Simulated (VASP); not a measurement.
# WC: single point with LDA

Crystal: WC.

```xyz
2
Lattice="0.0000 2.1927 2.1927 2.1927 0.0000 2.1927 2.1927 2.1927 0.0000" Properties=species:S:1:pos:R:3 pbc="T T T"
W     0.0000    0.0000    0.0000
C     2.1927    2.1927    2.1927
```

```yaml
Program: VASP 6.6.1
Task: single point
Functional: LDA
Potentials_or_basis: VASP PAW LDA potentials, release 64 (W_sv, C)
Cutoff: 520 eV
k_mesh: 13 × 13 × 13
Occupations: methfessel-paxton, width 0.5 eV
Spin: no spin polarisation
```

```yaml
Pressure: -14.0 GPa
Band_gap_on_the_k_mesh: zero (band 9 reaches 13.22 eV, above the bottom of band 10 at 10.18 eV)
```

Levels at points of the mesh, in eV from the Fermi level:
```csv
k point,band 7,band 8,band 9,band 10,band 11,band 12
"(0.00, 0.00, 0.00)",-2.76,-2.76,-1.02,-1.02,-1.02,-0.98
```

Run time: 14 s on 1 thread of Intel Xeon 6975P-C, on a shared host, peak memory 0.15 GiB.

Caveat: spin-orbit coupling is left out, which moves the levels of the heavy elements.
